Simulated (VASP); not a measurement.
A run of VASP 6.6.1 is set up as follows.

File INCAR:

```
PREC = Accurate ; ENCUT = 520
EDIFF = 1E-6 ; ISMEAR = -1
SIGMA = 0.06122561905347299 ; LREAL = F
LASPH = T ; NELM = 100
ALGO = Normal ; ISIF = 2
LWAVE = F ; LCHARG = F
GGA = PE ; NBANDS = 14
```

The input KPOINTS:

```
Automatic mesh
0
Gamma
  37 37 37
```

POSCAR

```
Bi
1.0
    0.0000000000      2.5304608616      2.5304608616
    2.5304608616      0.0000000000      2.5304608616
    2.5304608616      2.5304608616      0.0000000000
Bi
1
Direct
    0.0000000000      0.0000000000      0.0000000000
```

Potentials or basis: VASP PAW PBE potentials, release 64 (Bi_d).

The run is started by

```sh
$ cat potpaw_PBE.64/Bi_d/POTCAR > POTCAR
$ mpirun -np 1 vasp_std > vasp.out
```

Task: Estimate the band gap on the k mesh.

Result: Zero (an odd number of electrons rules out a gap without spin polarisation).

Task: What does it give for the pressure?

Result: -1.0 GPa.

Caveat: spin-orbit coupling is left out, which moves the levels of the heavy elements.
